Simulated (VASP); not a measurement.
Crystal: Mg2SiN2.

```
Mg Si N
1.0
    -3.24990    3.24990    2.65903
     3.24990   -3.24990    2.65903
     3.24990    3.24990   -2.65903
Mg Si N
2 1 2
Cartesian
  3.2499 0.0000 2.0757
  0.0000 3.2499 2.0757
  0.0000 0.0000 4.3268
  0.0000 3.2499 1.2377
  3.2499 0.0000 1.2377
```

- Program: VASP 6.6.1
- Task: relaxation of cell and atoms
- Functional: PBE
- Potentials or basis: VASP PAW PBE potentials, release 64 (Mg, Si, N)
- Cutoff: 600 eV
- k mesh: 4 × 4 × 4
- Occupations: gaussian, width 0.1 eV
- Spin: no spin polarisation

At the start: pressure 113.4 GPa; volume 22.47 Å³/atom.

**Question.** How do energy, volume and symmetry change on relaxing?

**Answer.** Over 46 steps the energy falls by 20674.5 meV/atom and the volume is 13.02 Å³/atom (-42.1 %); space group I4/mmm (No. 139, to 0.05 Å).

The path:
```
step  energy change (eV)  largest force (eV/Å)  pressure (GPa)  volume (Å³)
   1              0.0000              141.1080          113.43       112.34
   3            -69.0688                0.2073          -11.10       351.53
   5            -87.8513                0.6894          -11.66       231.28
   7            -72.8746               36.0314           14.24       228.95
   9            -93.5764                0.3784          -12.04       197.47
  11            -93.8179                0.4730          -11.56       195.79
  13            -93.9383                1.1501          -10.55       194.15
  15            -97.2248                7.3163           -1.39       143.64
  17            -97.8101                5.7528            7.66       121.96
  19            -97.8641                4.2285            8.98       119.27
  21            -99.2389                0.9380           -2.21       126.91
  23            -99.3008                0.9788           -4.48       129.19
  25            -99.5225                1.1143           -4.47       124.25
  27           -100.5479                1.9912           -3.86       103.24
  29            -95.0823                5.6328          154.01        38.71
  31           -101.9151                5.6222           20.34        59.23
  33           -102.2265                4.7423           10.87        64.41
  35           -102.7261                2.1310           19.75        55.08
  37           -102.9414                2.3211           11.37        58.30
  39           -103.1950                1.2631           -1.67        63.83
  41           -103.3023                0.6428            0.15        63.36
  43           -103.3688                0.0798            1.02        64.27
  45           -103.3712                0.1193            0.07        64.90
  46           -103.3725                0.0290           -0.01        65.09
```

Final structure:
```cif
data_structure
_symmetry_space_group_name_H-M 'P 1'
_symmetry_Int_Tables_number 1
_cell_length_a 4.8841
_cell_length_b 4.8841
_cell_length_c 4.8841
_cell_angle_alpha 130.902
_cell_angle_beta 130.902
_cell_angle_gamma 71.969
_cell_volume 65.09
loop_
_atom_site_label
_atom_site_type_symbol
_atom_site_fract_x
_atom_site_fract_y
_atom_site_fract_z
_atom_site_occupancy
Mg1 Mg 0.46213 0.96213 0.50000 1
Mg2 Mg 0.96213 0.46213 0.50000 1
Si1 Si 0.71146 0.71146 0.00000 1
N1 N 0.71199 0.21199 0.50000 1
N2 N 0.21199 0.71199 0.50000 1
```

Caveat: the k points lie up to 0.55 Å⁻¹ apart in the final cell; the volume moved by over 15 % at a fixed basis, so the end points are rough.
